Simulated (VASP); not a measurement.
# HfB2 (P6/mmm) in VASP: a series of runs, part 2 of 2

VASP 6.6.1.

## Step 3: Relaxation of cell and atoms, PBEsol

This run uses another cell than the first one, of 9.90 Å³/atom, 1.018 times its volume.

Input file INCAR:

```
PREC = Accurate ; ENCUT = 600
EDIFF = 1E-6 ; ISMEAR = 0
SIGMA = 0.1 ; LREAL = F
LASPH = T ; NELM = 100
ALGO = Normal ; ISIF = 3
LWAVE = F ; LCHARG = F
GGA = PS ; IBRION = 2
NSW = 80 ; EDIFFG = -0.01
```

Input file KPOINTS:

```
regular mesh
0
Gamma
  16 16 13
```

Input file POSCAR:

```
HfB2
1.0
    3.1400000000      0.0000000000      0.0000000000
   -1.5700000000      2.7193197700      0.0000000000
    0.0000000000      0.0000000000      3.4800000000
Hf B
1 2
Direct
    0.0000000000      0.0000000000      0.0000000000
    0.3333333333      0.6666666667      0.5000000000
    0.6666666667      0.3333333333      0.5000000000
```

Potentials or basis: VASP PAW PBE potentials, release 64 (Hf_pv, B).

Run with:

```bash
cat potpaw_PBE.64/Hf_pv/POTCAR potpaw_PBE.64/B/POTCAR > POTCAR
mpirun -np 1 vasp_std > vasp.out
```

OUTCAR:

```text
PREC = Accurate
   ENCUT = 600
   EDIFF = 1E-6
   ISMEAR = 0
   LREAL = F
   LASPH = T
   NELM = 100
   ISIF = 3
   GGA = PS
   IBRION = 2
   NSW = 80
   EDIFFG = -0.01

 ion  position               nearest neighbor table
   1  0.000  0.000  0.000-   2 2.51   3 2.51   2 2.51   3 2.51   3 2.51   3 2.51   2 2.51   2 2.51
                             3 2.51   3 2.51   2 2.51   2 2.51
   2  0.333  0.667  0.500-   3 1.81   3 1.81   3 1.81   1 2.51   1 2.51   1 2.51   1 2.51   1 2.51
                             1 2.51
   3  0.667  0.333  0.500-   2 1.81   2 1.81   2 1.81   1 2.51   1 2.51   1 2.51   1 2.51   1 2.51
                             1 2.51

  LATTYP: Found a hexagonal cell.
 ALAT       =     3.1400000000
 C/A-ratio  =     1.1082802548

  Lattice vectors:

 A1 = (   3.1400000000,   0.0000000000,   0.0000000000)
 A2 = (  -1.5700000000,   2.7193197700,   0.0000000000)
 A3 = (   0.0000000000,   0.0000000000,   3.4800000000)

Analysis of symmetry for initial positions (statically):
=====================================================================
 Subroutine PRICEL returns:
 Original cell was already a primitive cell.

 Routine SETGRP: Setting up the symmetry group for a
 hexagonal supercell.

 Subroutine GETGRP returns: Found 24 space group operations
 (whereof 24 operations were pure point group operations)
 out of a pool of 24 trial point group operations.

The static configuration has the point symmetry D_6h.

Analysis of symmetry for dynamics (positions and initial velocities):
=====================================================================
 Subroutine PRICEL returns:
 Original cell was already a primitive cell.

 Routine SETGRP: Setting up the symmetry group for a
 hexagonal supercell.

 Subroutine GETGRP returns: Found 24 space group operations
 (whereof 24 operations were pure point group operations)
[... 143 lines left out ...]

--------------------------------------- Ionic step        1  -------------------------------------------

 number of electron      15.9999999 magnetization

 Free energy of the ion-electron system (eV)
  ---------------------------------------------------
  ext. energy  EPLUGINS =         0.00000000
  ---------------------------------------------------
  free energy    TOTEN  =       -27.86151880 eV

  energy without entropy =      -27.86020060  energy(sigma->0) =      -27.86085970

------------------------ aborting loop because EDIFF is reached ----------------------------------------

  FORCE on cell =-STRESS in cart. coord.  units (eV):
  Direction    XX          YY          ZZ          XY          YZ          ZX
  --------------------------------------------------------------------------------------
  -------------------------------------------------------------------------------------
  Total       -0.7480412     -0.7480412     -1.0075091      0.0000000      0.0000000     -0.0000000
  in kB      -40.3335946    -40.3335947    -54.3238309      0.0000000      0.0000000     -0.0000000
  external PRESSURE =     -44.9970067 kB  Pullay stress =       0.0000000 kB
[... 135 lines left out ...]
--------------------------------------- Ionic step        5  -------------------------------------------

 number of electron      16.0000001 magnetization

 Free energy of the ion-electron system (eV)
  ---------------------------------------------------
  ext. energy  EPLUGINS =         0.00000000
  ---------------------------------------------------
  free energy    TOTEN  =       -27.86949967 eV

  energy without entropy =      -27.86821955  energy(sigma->0) =      -27.86885961

 E-fermi :   7.7698     XC(G=0): -12.7676

 val. band max:        7.7388995236   @ k =   0.0625   0.0625   0.4615
 cond. band min:       7.7771611770   @ k =   0.2500   0.1875   0.0769
 fundamental gap:      0.0382616533
 Fermi energy:         7.7697543924

 k-point     1 :       0.0000    0.0000    0.0000
  band No.  band energies     occupation
      1     -22.8143      2.00000
      2     -22.2912      2.00000
      3     -22.2912      2.00000
      4      -6.1302      2.00000
      5       4.6333      2.00000
      6       4.7298      2.00000
      7       4.7298      2.00000
      8       4.9978      2.00000
      9      11.7764      0.00000
     10      11.7764      0.00000
     11      12.5058      0.00000
     12      12.5058      0.00000
[... 331 lines left out ...]
 k-point    24 :       0.2500    0.1875    0.0000
  band No.  band energies     occupation
      1     -22.9210      2.00000
      2     -22.6886      2.00000
      3     -22.5569      2.00000
      4      -3.3663      2.00000
      5       0.7971      2.00000
      6       2.3527      2.00000
      7       3.9567      2.00000
      8       7.2008      2.00000
      9       7.8492      0.26118
     10       9.1060      0.00000
     11      13.8520      0.00000
     12      14.5985      0.00000

 [... further k-points ...]

------------------------ aborting loop because EDIFF is reached ----------------------------------------

  FORCE on cell =-STRESS in cart. coord.  units (eV):
  Direction    XX          YY          ZZ          XY          YZ          ZX
  --------------------------------------------------------------------------------------
  -------------------------------------------------------------------------------------
  Total        0.0147895      0.0147895      0.0196204      0.0000000      0.0000000      0.0000000
  in kB        0.8121051      0.8121051      1.0773720      0.0000000      0.0000000      0.0000000
  external PRESSURE =       0.9005274 kB  Pullay stress =       0.0000000 kB
[... 18 lines left out ...]
  FREE ENERGIE OF THE ION-ELECTRON SYSTEM (eV)
  ---------------------------------------------------
  free  energy   TOTEN  =       -27.8694996685 eV

  energy  without entropy=      -27.8682195533  energy(sigma->0) =      -27.86885961

 reached required accuracy - stopping structural energy minimisation
```

Wall time 4.4 min (1 thread of Intel Xeon Platinum 8488C (Sapphire Rapids), shared host); peak memory 0.25 GiB.

Results:

```yaml
Free_energy: -27.8695 eV
Relaxed_volume: 9.73 Å³/atom
Relaxed_cell: a = 3.127 Å, b = 3.127 Å, c = 3.447 Å, α = 90.00°, β = 90.00°, γ = 120.00°
Space_group_after_relaxing_to_0.05_Å: P6/mmm (No. 191)
Energy_gained_by_relaxing: 2.7 meV/atom
Ionic_steps: 5
Pressure_after_relaxing: 0.1 GPa
Band_gap_on_the_k_mesh: zero (band 8 reaches 8.57 eV, above the bottom of band 9 at 7.24 eV)
```

Step by step:
```csv
step,energy change (eV),largest force (eV/Å),pressure (GPa),volume (Å³)
1,0.0000,0.0000,-4.50,29.71
2,0.0047,0.0000,6.33,28.53
3,-0.0077,0.0000,0.05,29.19
4,-0.0077,0.0000,0.16,29.18
5,-0.0080,0.0000,0.09,29.18
```

Final structure:
```cif
data_structure
_symmetry_space_group_name_H-M 'P 1'
_symmetry_Int_Tables_number 1
_cell_length_a 3.1265
_cell_length_b 3.1265
_cell_length_c 3.4467
_cell_angle_alpha 90.000
_cell_angle_beta 90.000
_cell_angle_gamma 120.000
_cell_volume 29.18
loop_
_atom_site_label
_atom_site_type_symbol
_atom_site_fract_x
_atom_site_fract_y
_atom_site_fract_z
_atom_site_occupancy
Hf1 Hf 0.00000 0.00000 0.00000 1
B1 B 0.33333 0.66667 0.50000 1
B2 B 0.66667 0.33333 0.50000 1
```

Caveat: the PAW data sets were made with another functional, which shifts forces and pressure a little; spin-orbit coupling is left out, which moves the levels of the heavy elements.
